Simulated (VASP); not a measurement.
TaSi2: single point with r2SCAN

TaSi2:

```
Ta Si
1.0
     4.69733    0.00000    0.00000
    -2.34867    4.06801    0.00000
     0.00000    0.00000    6.47761
Ta Si
3 6
Direct
  0.50000 0.00000 0.00000
  0.50000 0.50000 0.66667
  0.00000 0.50000 0.33333
  0.15853 0.31706 0.00000
  0.84147 0.15853 0.66667
  0.68294 0.84147 0.33333
  0.84147 0.68294 0.00000
  0.15853 0.84147 0.66667
  0.31706 0.15853 0.33333
```

- Program: VASP 6.6.1
- Task: single point
- Functional: r2SCAN
- Potentials or basis: VASP PAW PBE potentials, release 64 (Ta_pv, Si)
- Cutoff: 520 eV
- k mesh: 12 × 12 × 6
- Occupations: gaussian, width 0.1 eV
- Spin: no spin polarisation
- Dipole correction: no
- Further INCAR settings: ALGO = Normal; EDIFF = 1e-06; NBANDS = 38

- Pressure: 10.4 GPa
- Largest force: 0.009 eV/Å
- Band gap on the k mesh: zero (an odd number of electrons rules out a gap without spin polarisation)

Forces on the atoms (eV/Å):
```
Ta   0.000  0.000  0.000
Ta   0.000  0.000  0.000
Ta   0.000  0.000  0.000
Si   0.000 -0.009  0.000
Si   0.008 -0.005  0.000
Si   0.008  0.005  0.000
Si   0.000  0.009  0.000
Si  -0.008  0.005  0.000
Si  -0.008 -0.005  0.000
```

Stress tensor (GPa, compression positive):
```
10.40  0.00  0.00
 0.00 10.40  0.00
 0.00  0.00 10.29
```

Levels at points of the mesh, in eV from the Fermi level:
| k point | band 27 | band 28 | band 29 | band 30 | band 31 | band 32 |
| --- | --- | --- | --- | --- | --- | --- |
| (0.00, 0.00, 0.00) | -2.45 | -2.45 | -1.69 | 0.82 | 3.32 | 3.32 |
| (0.50, 0.00, 0.00) | -0.86 | -0.15 | -0.10 | 0.93 | 1.37 | 1.79 |
| (0.00, 0.00, 0.50) | -2.00 | -2.00 | 1.25 | 1.25 | 3.09 | 3.09 |
| (0.50, 0.00, 0.50) | -1.99 | -0.77 | -0.27 | 1.74 | 2.26 | 2.84 |

Wall time 27 min on 1 thread of Intel Xeon 8259CL, with other jobs on the host, peak memory 0.44 GiB.

Caveat: the cell stands under pressure; the PAW data sets were made with another functional, which shifts forces and pressure a little; spin-orbit coupling is left out, which moves the levels of the heavy elements; an odd number of electrons without spin polarisation forces a metal; a magnetic or distorted state may lie lower.
